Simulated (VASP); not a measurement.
# GaP: relaxation of cell and atoms with PBEsol

The system is GaP.

```xyz
2
Lattice="0.0000 2.7252 2.7252 2.7252 0.0000 2.7252 2.7252 2.7252 0.0000" Properties=species:S:1:pos:R:3 pbc="T T T"
Ga    0.0000    0.0000    0.0000
P     4.0879    4.0879    4.0879
```

* Program: VASP 6.6.1
* Task: relaxation of cell and atoms
* Functional: PBEsol
* Potentials or basis: VASP PAW PBE potentials, release 64 (Ga_d, P)
* Cutoff: 600 eV
* k mesh: 8 × 8 × 8
* Occupations: fermi-dirac, width 0.05 eV
* Spin: no spin polarisation
* Dipole correction: no
* Further INCAR settings: ALGO = Normal; EDIFF = 1e-07; IBRION = 2; EDIFFG = -0.02; NSW = 80; ISIF = 3

- Relaxed volume: 20.09 Å³/atom
- Relaxed cell: a = 3.844 Å, b = 3.844 Å, c = 3.844 Å, α = 60.00°, β = 60.00°, γ = 60.00°
- Space group after relaxing (to 0.05 Å): F-43m (No. 216)
- Energy gained by relaxing: 0.3 meV/atom
- Ionic steps: 3
- Pressure after relaxing: 0.0 GPa
- Band gap on the k mesh: 1.50 eV, indirect (least direct gap 1.81 eV)

The path:
| step | energy change (eV) | largest force (eV/Å) | pressure (GPa) | volume (Å³) |
| --- | --- | --- | --- | --- |
| 1 | 0.0000 | 0.0000 | -0.63 | 40.48 |
| 2 | -0.0004 | 0.0000 | 0.36 | 40.02 |
| 3 | -0.0006 | 0.0000 | 0.00 | 40.18 |

Final structure:
```cif
data_structure
_symmetry_space_group_name_H-M 'P 1'
_symmetry_Int_Tables_number 1
_cell_length_a 3.8444
_cell_length_b 3.8444
_cell_length_c 3.8444
_cell_angle_alpha 60.000
_cell_angle_beta 60.000
_cell_angle_gamma 60.000
_cell_volume 40.18
loop_
_atom_site_label
_atom_site_type_symbol
_atom_site_fract_x
_atom_site_fract_y
_atom_site_fract_z
_atom_site_occupancy
Ga1 Ga 0.00000 0.00000 0.00000 1
P1 P 0.75000 0.75000 0.75000 1
```

Levels at points of the mesh, in eV from the valence-band top:
```csv
k point,band 6,band 7,band 8,band 9,band 10,band 11,band 12,band 13
"(0.00, 0.00, 0.00)",-12.58,0.00,0.00,0.00,1.81,3.82,3.82,3.82
"(0.50, 0.00, 0.00)",-10.47,-6.74,-1.14,-1.14,1.61,4.65,4.65,8.10
"(0.50, 0.50, 0.00)",-9.54,-6.84,-2.74,-2.74,1.50,1.71,10.61,10.61
```

Wall time 48 s on 1 thread of Intel(R) Xeon(R) Platinum 8259CL CPU @ 2.50GHz (Skylake/Cascade Lake) (shared host), peak memory 0.19 GiB.

Caveat: the PAW data sets were made with another functional, which shifts forces and pressure a little. A k mesh can miss the band edges.
